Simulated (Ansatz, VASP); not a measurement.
# GeAs5: VASP beside Ansatz

File INCAR:

```
PREC = Accurate
ENCUT = 600
EDIFF = 1E-7
ISMEAR = 0
SIGMA = 0.1
LREAL = F
LASPH = T
NELM = 80
ALGO = Normal
ISIF = 3
LWAVE = F
LCHARG = F
GGA = PE
IBRION = 2
NSW = 90
EDIFFG = -0.04
```

Contents of KPOINTS:

```
regular mesh
0
Gamma
  6 6 4
```

File POSCAR:

```
GeAs5
1.0
    5.1406154835      0.0000000000      0.0000000000
   -2.5703077417      4.4519035998      0.0000000000
    0.0000000000      0.0000000000      5.3254028133
Ge As
1 5
Direct
    0.0000000000      0.0000000000      0.0000000000
    0.7146488199      0.0000000000      0.5000000000
    0.2853511801      0.2853511801      0.5000000000
    0.0000000000      0.7146488199      0.5000000000
    0.6666666667      0.3333333333      0.0000000000
    0.3333333333      0.6666666667      0.0000000000
```

Input for Ansatz:

```yaml
crystal:
  lattice:
    - [5.1406154835, 0.0, 0.0]
    - [-2.5703077417, 4.4519035998, 0.0]
    - [0.0, 0.0, 5.3254028133]
  atoms:
    - { symbol: Ge, position: [0.0, 0.0, 0.0] }
    - { symbol: As, position: [0.7146488199, 0.0, 0.5] }
    - { symbol: As, position: [0.2853511801, 0.2853511801, 0.5] }
    - { symbol: As, position: [0.0, 0.7146488199, 0.5] }
    - { symbol: As, position: [0.6666666667, 0.3333333333, 0.0] }
    - { symbol: As, position: [0.3333333333, 0.6666666667, 0.0] }
basis:
  ecutwfc: 420
kpoints:
  mp_grid: { grid: [6, 6, 4] }
hamiltonian:
  xc: pbe
scf:
  occupations: { method: gaussian, width: 0.1 }
  lower_state_search: "off"
output:
  forces: true
  stress: true
  eigenvalues: true
relax:
  adjacent_minimum: "off"
  f_tol: 0.04
  max_steps: 70
  cell: { stress_tol: 0.4 }
```

Change from the starting cell: species swapped into the Ca5Mg type (P-62m, No. 189).

Alike in both runs: task relaxation of cell and atoms; functional PBE; k mesh 6 × 6 × 4; occupations gaussian, width 0.1 eV; no spin polarisation.

|  | VASP | Ansatz |
| --- | --- | --- |
| version | VASP 6.6.1 | Ansatz 0.2.0 |
| potentials or method | VASP PAW PBE potentials, release 64 (Ge_d, As), cutoff 600 eV | scalar-relativistic, plane waves, PAW |
| valence electrons in the cell | 39 | 89 |

VASP gave:

| Item | Value |
| --- | --- |
| gap on the k mesh at the Fermi level, each at its own relaxed structure (eV) | none |
| relaxed volume (Å³/atom) | 19.79 |
| relaxed cell length with the largest relative difference (Å) | 5.193 |

Question: Which values does Ansatz return?

Answer: gap on the k mesh at the Fermi level, each at its own relaxed structure (eV): none; relaxed volume (Å³/atom): 20.36; relaxed cell length with the largest relative difference (Å): 5.300.

A gap of «none» marks a metal or a gap that the smearing closes. VASP's potentials hold 39 valence electrons a cell and Ansatz's 89, so a difference there can come from the potentials and not from the codes.

Noted on VASP's run: too few bands were computed for a metal, which touches its energy and stress.
